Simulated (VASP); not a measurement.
# BaO (Fm-3m) in VASP: a series of runs

BaO is run at these levels: PBE; tasks: single point.

Program: VASP 6.6.1. These are calculated values, not measurements. Logs are shortened: lines on timing, memory, paths and dates and some standing lists are left out, and cuts for length are marked.

### 1 The cell of the first run

The structure is cubic, space group Fm-3m (No. 225). Conventional cell: a = 5.353 Å, b = 5.353 Å, c = 5.353 Å, α = 90.00°, β = 90.00°, γ = 90.00°. Ba (site symmetry m-3m) has 6 O at 2.68 Å within 3.5 Å. O (site symmetry m-3m) has 6 Ba at 2.68 Å within 3.5 Å.

### 2 Single point, PBE (volume changed by -10%)

INCAR reads:

```
ALGO = Normal ; EDIFF = 1E-6
ENCUT = 600 ; GGA = PE
GGA_COMPAT = F ; ISIF = 2
ISMEAR = 0 ; LASPH = T
LCHARG = F ; LREAL = F
LWAVE = F ; NBANDS = 15
NELM = 120 ; PREC = Accurate
SIGMA = 0.01
```

KPOINTS reads:

```
k-points
0
Gamma
  4 4 4
```

POSCAR reads:

```
BaO
1.0
    0.0000000000      2.6762803843      2.6762803843
    2.6762803843      0.0000000000      2.6762803843
    2.6762803843      2.6762803843      0.0000000000
Ba O
1 1
Direct
    0.0000000000      0.0000000000      0.0000000000
    0.5000000000      0.5000000000      0.5000000000
```

Potentials or basis: VASP PAW PBE potentials, release 64 (Ba_sv, O).

Launch:

```console
$ cat potpaw_PBE.64/Ba_sv/POTCAR potpaw_PBE.64/O/POTCAR > POTCAR
$ mpirun -np 1 vasp_std > vasp.out
```

OUTCAR:

```text
EDIFF = 1E-6
   ENCUT = 600
   GGA = PE
   ISIF = 2
   ISMEAR = 0
   LASPH = T
   LREAL = F
   NELM = 120
   PREC = Accurate

 ion  position               nearest neighbor table
   1  0.000  0.000  0.000-   2 2.68   2 2.68   2 2.68   2 2.68   2 2.68   2 2.68
   2  0.500  0.500  0.500-   1 2.68   1 2.68   1 2.68   1 2.68   1 2.68   1 2.68

  LATTYP: Found a face centered cubic cell.
 ALAT       =     5.3525607686

  Lattice vectors:

 A1 = (   0.0000000000,   2.6762803843,   2.6762803843)
 A2 = (   2.6762803843,   0.0000000000,   2.6762803843)
 A3 = (   2.6762803843,   2.6762803843,   0.0000000000)

Analysis of symmetry for initial positions (statically):
=====================================================================
 Subroutine PRICEL returns:
 Original cell was already a primitive cell.

 Routine SETGRP: Setting up the symmetry group for a
 face centered cubic supercell.

 Subroutine GETGRP returns: Found 48 space group operations
 (whereof 48 operations were pure point group operations)
 out of a pool of 48 trial point group operations.

The static configuration has the point symmetry O_h .

Analysis of symmetry for dynamics (positions and initial velocities):
=====================================================================
 Subroutine PRICEL returns:
 Original cell was already a primitive cell.

 Routine SETGRP: Setting up the symmetry group for a
 face centered cubic supercell.

 Subroutine GETGRP returns: Found 48 space group operations
 (whereof 48 operations were pure point group operations)
 out of a pool of 48 trial point group operations.

The dynamic configuration has the point symmetry O_h .

 Subroutine INISYM returns: Found 48 space group operations
 (whereof 48 operations are pure point group operations),
 and found     1 'primitive' translations

----------------------------------------------------------------------------------------

                                     Primitive cell

  volume of cell :      38.3376

  direct lattice vectors                    reciprocal lattice vectors
     0.000000000  2.676280384  2.676280384    -0.186826464  0.186826464  0.186826464
     2.676280384  0.000000000  2.676280384     0.186826464 -0.186826464  0.186826464
     2.676280384  2.676280384  0.000000000     0.186826464  0.186826464 -0.186826464

  length of vectors
     3.784832016  3.784832016  3.784832016     0.323592927  0.323592927  0.323592927

  position of ions in fractional coordinates (direct lattice)
     0.000000000  0.000000000  0.000000000
     0.500000000  0.500000000  0.500000000

  ion indices of the primitive-cell ions
   primitive index   ion index
                 1           1
                 2           2

----------------------------------------------------------------------------------------

 KPOINTS: k-points

Automatic generation of k-mesh.
 Grid dimensions read from file:
 generate k-points for:    4    4    4

 Generating k-lattice:

  Cartesian coordinates                     Fractional coordinates (reciprocal lattice)
    -0.046706616  0.046706616  0.046706616     0.250000000  0.000000000  0.000000000
     0.046706616 -0.046706616  0.046706616     0.000000000  0.250000000  0.000000000
     0.046706616  0.046706616 -0.046706616     0.000000000  0.000000000  0.250000000

  Length of vectors
     0.080898232  0.080898232  0.080898232

  Shift w.r.t. Gamma in fractional coordinates (k-lattice)
     0.000000000  0.000000000  0.000000000

 Subroutine IBZKPT returns following result:
 ===========================================

 Found      8 irreducible k-points:

 Following reciprocal coordinates:
            Coordinates               Weight
  0.000000  0.000000  0.000000      1.000000
  0.250000  0.000000  0.000000      8.000000
  0.500000  0.000000  0.000000      4.000000
  0.250000  0.250000  0.000000      6.000000
  0.500000  0.250000  0.000000     24.000000
 -0.250000  0.250000  0.000000     12.000000
  0.500000  0.500000  0.000000      3.000000
 -0.250000  0.500000  0.250000      6.000000
   k-points           NKPTS =      8   k-points in BZ     NKDIM =      8   number of bands    NBANDS=     15
   number of dos      NEDOS =    301   number of ions     NIONS =      2
   total plane-waves  NPLWV =  27000
   dimension x,y,z NGX =    30 NGY =   30 NGZ =   30
   dimension x,y,z NGXF=    60 NGYF=   60 NGZF=   60
   ions per type =               1   1
   NGX,Y,Z   is equivalent  to a cutoff of  13.18, 13.18, 13.18 a.u.
   NGXF,Y,Z  is equivalent  to a cutoff of  26.35, 26.35, 26.35 a.u.
 SYSTEM =  unknown system
   PREC   = accura    normal or accurate (medium, high low for compatibility)
   ISTART =      0    job   : 0-new  1-cont  2-samecut
   ICHARG =      2    charge: 1-file 2-atom 10-const
   ISPIN  =      1    spin polarized calculation?
   LNONCOLLINEAR =      F non collinear calculations
   LSORBIT =      F    spin-orbit coupling
   LASPH  =      T    aspherical Exc in radial PAW
   ENCUT  =  600.0 eV  44.10 Ry    6.64 a.u.   7.56  7.56  7.56*2*pi/ulx,y,z
   NELM   =    120;   NELMIN=  2; NELMDL= -5     # of ELM steps
   EDIFF  = 0.1E-05   stopping-criterion for ELM
   LREAL  =      F    real-space projection
   EDIFFG = 0.1E-04   stopping-criterion for IOM
   NSW    =      0    number of steps for IOM
   IBRION =     -1    ionic relax: 0-MD 1-quasi-New 2-CG
   NFREE  =      0    steps in history (QN), initial steepest desc. (CG)
   ISIF   =      2    stress and relaxation
   ISYM   =      2    0-nonsym 1-usesym 2-fastsym
   POTIM  = 0.5000    time-step for ionic-motion
   TEBEG  =    0.0;   TEEND  =   0.0 temperature during run
   PSTRESS=    0.0 pullay stress
   NELECT =      16.0000    total number of electrons
   NUPDOWN=      -1.0000    fix difference up-down
   EMIN   =  10.00;   EMAX   =-10.00  energy-range for DOS
   EFERMI =   0.00;   METHOD = LEGACY
   ISMEAR =     0;   SIGMA  =   0.01  broadening in eV -4-tet -1-fermi 0-gaus
   EFERMI_NEDOS =   21; number of points for ismear=-14 and -15
   IALGO  =     38    algorithm
   IMIX   =      4    mixing-type and parameters
     AMIX     =   0.40;   BMIX     =  1.00
     AMIX_MAG =   1.60;   BMIX_MAG =  1.00
  volume/ion in A,a.u.               =      19.17       129.36
  Fermi-wavevector in a.u.,A,eV,Ry     =   1.223413  2.311916 20.364387  1.496740
  Thomas-Fermi vector in A             =   2.358525
   LORBIT       =      0    0 simple, 1 ext, 2 COOP (PROOUT), +10 PAW based schemes
   GGA     = PE    functional components
   LHFCALC =     F    Hartree Fock is set to
   AEXX    =    0.0000 exact exchange contribution
   IVDW    =     0    specifies the selected vdW correction
   LEPSILON=     F    determine dielectric tensor
   LRPA    =     F    only Hartree local field effects (RPA)
 non-spin polarized calculation
 Gauss-broadening in eV      SIGMA  =   0.01
  energy-cutoff  :      600.00
  volume of cell :       38.34
 maximum number of plane-waves:      1299
   NGX = 15   NGY = 15   NGZ = 15

 number of electron      16.0000001 magnetization

 Free energy of the ion-electron system (eV)
  ---------------------------------------------------
  ext. energy  EPLUGINS =         0.00000000
  ---------------------------------------------------
  free energy    TOTEN  =       -11.58417682 eV

  energy without entropy =      -11.58417682  energy(sigma->0) =      -11.58417682

 E-fermi :   2.7326     XC(G=0): -10.1025

 val. band max:        2.6792890962   @ k =   0.5000   0.5000   0.0000
 cond. band min:       4.2300983682   @ k =   0.5000   0.5000   0.0000
 fundamental gap:      1.5508092720
 Fermi energy:         2.7326148470

 k-point     1 :       0.0000    0.0000    0.0000
  band No.  band energies     occupation
      1     -23.3421      2.00000
      2     -12.6746      2.00000
      3      -7.6122      2.00000
      4      -7.6122      2.00000
      5      -7.6122      2.00000
      6       2.0315      2.00000
      7       2.0315      2.00000
      8       2.0315      2.00000
      9       6.6576      0.00000
     10       7.2341      0.00000
     11       7.2341      0.00000
     12       7.2341      0.00000
     13       9.7729      0.00000
     14       9.7729      0.00000
     15      12.6581      0.00000

 k-point     2 :       0.2500    0.0000    0.0000
  band No.  band energies     occupation
      1     -23.1500      2.00000
      2     -13.1929      2.00000
      3      -7.7413      2.00000
      4      -7.6851      2.00000
      5      -7.6851      2.00000
      6       0.9895      2.00000
      7       1.2739      2.00000
      8       1.2739      2.00000
      9       7.0560      0.00000
     10       8.4483      0.00000
     11       8.4483      0.00000
     12       9.0371      0.00000
     13      11.4105      0.00000
     14      11.4105      0.00000
     15      16.0711      0.00000

 k-point     3 :       0.5000    0.0000    0.0000
  band No.  band energies     occupation
      1     -22.9424      2.00000
      2     -13.7157      2.00000
      3      -7.8502      2.00000
      4      -7.7534      2.00000
      5      -7.7534      2.00000
      6       0.2259      2.00000
      7       0.6698      2.00000
      8       0.6698      2.00000
      9       7.6626      0.00000
     10      10.0890      0.00000
     11      10.0890      0.00000
     12      11.3927      0.00000
     13      13.9202      0.00000
     14      13.9202      0.00000
     15      16.5810      0.00000
[... 55 lines left out ...]
 k-point     7 :       0.5000    0.5000    0.0000
  band No.  band energies     occupation
      1     -22.8409      2.00000
      2     -12.9893      2.00000
      3      -9.5786      2.00000
      4      -8.3978      2.00000
      5      -8.3978      2.00000
      6       2.3515      2.00000
      7       2.3515      2.00000
      8       2.6793      2.00000
      9       4.2301      0.00000
     10       9.0375      0.00000
     11      11.9877      0.00000
     12      12.7031      0.00000
     13      12.9962      0.00000
     14      12.9962      0.00000
     15      17.1518      0.00000

 k-point     8 :      -0.2500    0.5000    0.2500
  band No.  band energies     occupation
      1     -22.8308      2.00000
      2     -13.2563      2.00000
      3      -9.0381      2.00000
      4      -9.0381      2.00000
      5      -7.6717      2.00000
      6       0.8900      2.00000
      7       2.3894      2.00000
      8       2.3894      2.00000
      9       7.2120      0.00000
     10       7.2120      0.00000
     11       9.9404      0.00000
     12      13.0245      0.00000
     13      13.0874      0.00000
     14      15.3980      0.00000
     15      16.8122      0.00000

------------------------ aborting loop because EDIFF is reached ----------------------------------------

  FORCE on cell =-STRESS in cart. coord.  units (eV):
  Direction    XX          YY          ZZ          XY          YZ          ZX
  --------------------------------------------------------------------------------------
  -------------------------------------------------------------------------------------
  Total        3.2588093      3.2588093      3.2588093     -0.0000000     -0.0000000      0.0000000
  in kB      136.1898388    136.1898388    136.1898388     -0.0000000     -0.0000000      0.0000000
  external PRESSURE =     136.1898388 kB  Pullay stress =       0.0000000 kB

 VOLUME and BASIS-vectors are now :
 -----------------------------------------------------------------------------
  energy-cutoff  :      600.00
  volume of cell :       38.34
      direct lattice vectors                 reciprocal lattice vectors
     0.000000000  2.676280384  2.676280384    -0.186826464  0.186826464  0.186826464
     2.676280384  0.000000000  2.676280384     0.186826464 -0.186826464  0.186826464
     2.676280384  2.676280384  0.000000000     0.186826464  0.186826464 -0.186826464

 POSITION                                       TOTAL-FORCE (eV/Angst)
 -----------------------------------------------------------------------------------
      0.00000      0.00000      0.00000         0.000000     -0.000000      0.000000
      2.67628      2.67628      2.67628        -0.000000      0.000000     -0.000000
 -----------------------------------------------------------------------------------
    total drift:                                0.000000      0.000000      0.000000

  FREE ENERGIE OF THE ION-ELECTRON SYSTEM (eV)
  ---------------------------------------------------
  free  energy   TOTEN  =       -11.5841768209 eV

  energy  without entropy=      -11.5841768209  energy(sigma->0) =      -11.58417682
```

Wall time 17 s (1 thread of Intel Xeon 8259CL, shared host); peak memory 0.17 GiB.

What came out:

- Free energy: -11.5842 eV
- Pressure: 13.6 GPa
- Band gap on the k mesh: 1.55 eV, direct

Caveat: the k points lie up to 0.51 Å⁻¹ apart; the cell differs from its parent crystal (volume changed by -10%); spin-orbit coupling is left out, which moves the levels of the heavy elements. A k mesh can miss the band edges.

### 3 Single point, PBE

This run uses another cell than the first one, of 21.30 Å³/atom, 1.111 times its volume.

INCAR reads:

```
PREC     = Accurate       # precision mode
ENCUT    = 600            # plane-wave cutoff, eV
EDIFF    = 1E-6           # SCF threshold, eV
ISMEAR   = 0              # smearing method
SIGMA    = 0.01           # smearing width, eV
LREAL    = F              # projectors in reciprocal space
LASPH    = T              # aspherical terms in the spheres
NELM     = 120            # most SCF steps
ALGO     = Normal         # electronic algorithm
ISIF     = 2              # what is computed and relaxed
LWAVE    = F              # write WAVECAR
LCHARG   = F              # write CHGCAR
GGA      = PE             # functional
NBANDS   = 15             # bands
GGA_COMPAT= F
```

KPOINTS reads:

```
Automatic mesh
0
Gamma
  4 4 4
```

POSCAR reads:

```
BaO
1.0
    0.0000000000      2.7719418017      2.7719418017
    2.7719418017      0.0000000000      2.7719418017
    2.7719418017      2.7719418017      0.0000000000
Ba O
1 1
Direct
    0.0000000000      0.0000000000      0.0000000000
    0.5000000000      0.5000000000      0.5000000000
```

Potentials or basis: VASP PAW PBE potentials, release 64 (Ba_sv, O).

Launch:

```console
$ cat potpaw_PBE.64/Ba_sv/POTCAR potpaw_PBE.64/O/POTCAR > POTCAR
$ mpirun -np 1 vasp_std > vasp.out
```

OUTCAR:

```text
PREC = Accurate
   ENCUT = 600
   EDIFF = 1E-6
   ISMEAR = 0
   LREAL = F
   LASPH = T
   NELM = 120
   ISIF = 2
   GGA = PE

 ion  position               nearest neighbor table
   1  0.000  0.000  0.000-   2 2.77   2 2.77   2 2.77   2 2.77   2 2.77   2 2.77
   2  0.500  0.500  0.500-   1 2.77   1 2.77   1 2.77   1 2.77   1 2.77   1 2.77

  LATTYP: Found a face centered cubic cell.
 ALAT       =     5.5438836034

  Lattice vectors:
[... 310 lines left out ...]
     14      13.6802      0.00000
     15      15.1214      0.00000

------------------------ aborting loop because EDIFF is reached ----------------------------------------

  FORCE on cell =-STRESS in cart. coord.  units (eV):
  Direction    XX          YY          ZZ          XY          YZ          ZX
  --------------------------------------------------------------------------------------
  -------------------------------------------------------------------------------------
  Total        0.7428268      0.7428268      0.7428268      0.0000000      0.0000000      0.0000000
  in kB       27.9393209     27.9393209     27.9393209      0.0000000      0.0000000      0.0000000
  external PRESSURE =      27.9393209 kB  Pullay stress =       0.0000000 kB

 VOLUME and BASIS-vectors are now :
 -----------------------------------------------------------------------------
  energy-cutoff  :      600.00
  volume of cell :       42.60
      direct lattice vectors                 reciprocal lattice vectors
     0.000000000  2.771941802  2.771941802    -0.180378967  0.180378967  0.180378967
     2.771941802  0.000000000  2.771941802     0.180378967 -0.180378967  0.180378967
     2.771941802  2.771941802  0.000000000     0.180378967  0.180378967 -0.180378967

 POSITION                                       TOTAL-FORCE (eV/Angst)
 -----------------------------------------------------------------------------------
      0.00000      0.00000      0.00000         0.000000     -0.000000      0.000000
      2.77194      2.77194      2.77194        -0.000000      0.000000     -0.000000
 -----------------------------------------------------------------------------------
    total drift:                                0.000000     -0.000000      0.000000

  FREE ENERGIE OF THE ION-ELECTRON SYSTEM (eV)
  ---------------------------------------------------
  free  energy   TOTEN  =       -11.7933372628 eV

  energy  without entropy=      -11.7933372628  energy(sigma->0) =      -11.79333726
```

stdout:

```text
POSCAR found type information on POSCAR BaO
 POSCAR found :  2 types and       2 ions
 scaLAPACK will be used
 LDA part: xc-table for (Slater+PW92), standard interpolation
 POSCAR, INCAR and KPOINTS ok, starting setup
 FFT: planning ... GRIDC
 FFT: planning ... GRID_SOFT
 FFT: planning ... GRID
 WAVECAR not read
 entering main loop
```

Run time: 14 s. Hardware: 1 thread of Intel Xeon 8259CL, shared host; peak memory 0.17 GiB.

Results:

| Property | Result |
| --- | --- |
| Free energy | -11.7933 eV |
| Pressure | 2.8 GPa |
| Band gap on the k mesh | 1.98 eV, direct |

Levels at points of the mesh, in eV from the valence-band top:
```
           k point  band 4  band 5  band 6  band 7  band 8  band 9  band 10  band 11  band 12  band 13
(0.00, 0.00, 0.00)  -10.44  -10.44   -0.33   -0.33   -0.33    3.53     4.68     4.68     4.68     6.94
(0.50, 0.00, 0.00)  -10.56  -10.56   -1.99   -1.47   -1.47    4.92     7.14     7.14     8.17    10.47
(0.50, 0.50, 0.00)  -11.01  -11.01   -0.15   -0.15    0.00    1.98     5.96     8.87     9.37     9.70
```

Caveat: the k points lie up to 0.49 Å⁻¹ apart; spin-orbit coupling is left out, which moves the levels of the heavy elements.

### 4 Single point, PBE (volume changed by -5%)

INCAR reads:

```
  ALGO = Normal
  EDIFF = 1E-6
  ENCUT = 600
  GGA = PE
  GGA_COMPAT = F
  ISIF = 2
  ISMEAR = 0
  LASPH = T
  LCHARG = F
  LREAL = F
  LWAVE = F
  NBANDS = 15
  NELM = 120
  PREC = Accurate
  SIGMA = 0.01
```

KPOINTS reads:

```
k-points
0
Gamma
  4 4 4
```

POSCAR reads:

```
BaO
1.0
    0.0000000000      2.7249506593      2.7249506593
    2.7249506593      0.0000000000      2.7249506593
    2.7249506593      2.7249506593      0.0000000000
Ba O
1 1
Direct
    0.0000000000      0.0000000000      0.0000000000
    0.5000000000      0.5000000000      0.5000000000
```

Launch:

```console
$ cat potpaw_PBE.64/Ba_sv/POTCAR potpaw_PBE.64/O/POTCAR > POTCAR
$ mpirun -np 1 vasp_std > vasp.out
```

Wall time 16 s (1 thread of Intel Xeon 8259CL, shared host); peak memory 0.17 GiB.

It converged, with:

```
Free energy            : -11.7245 eV
Pressure               : 7.5 GPa
Band gap on the k mesh : 1.79 eV, direct
```

Levels at points of the mesh, in eV from the valence-band top:
| k point | band 6 | band 7 | band 8 | band 9 | band 10 | band 11 |
| --- | --- | --- | --- | --- | --- | --- |
| (0.00, 0.00, 0.00) | -0.48 | -0.48 | -0.48 | 3.75 | 4.63 | 4.63 |
| (0.50, 0.00, 0.00) | -2.20 | -1.72 | -1.72 | 4.96 | 7.28 | 7.28 |
| (0.50, 0.50, 0.00) | -0.23 | -0.23 | 0.00 | 1.79 | 6.15 | 9.09 |

Caveat: the k points lie up to 0.50 Å⁻¹ apart; the cell differs from its parent crystal (volume changed by -5%); spin-orbit coupling is left out, which moves the levels of the heavy elements.

### 5 Overview

```tsv
cell	gap on the mesh (eV)	pressure (GPa)
a = 3.785 Å, angles 60.0°, 2 atoms	1.55	13.6
a = 3.920 Å, angles 60.0°, 2 atoms	1.98	2.8
a = 3.854 Å, angles 60.0°, 2 atoms	1.79	7.5
```

Alike in all rows: task single point; level PBE; potentials or basis VASP PAW PBE potentials, release 64 (Ba_sv, O); no spin polarisation; k mesh 4 × 4 × 4; cutoff (eV) 600; smearing gaussian 0.01 eV.

Caveats: all runs use coarse meshes; spin-orbit coupling is left out, which moves the levels of the heavy elements.

Total energies depend on the potentials used, so only differences within one code and one set of settings carry meaning.
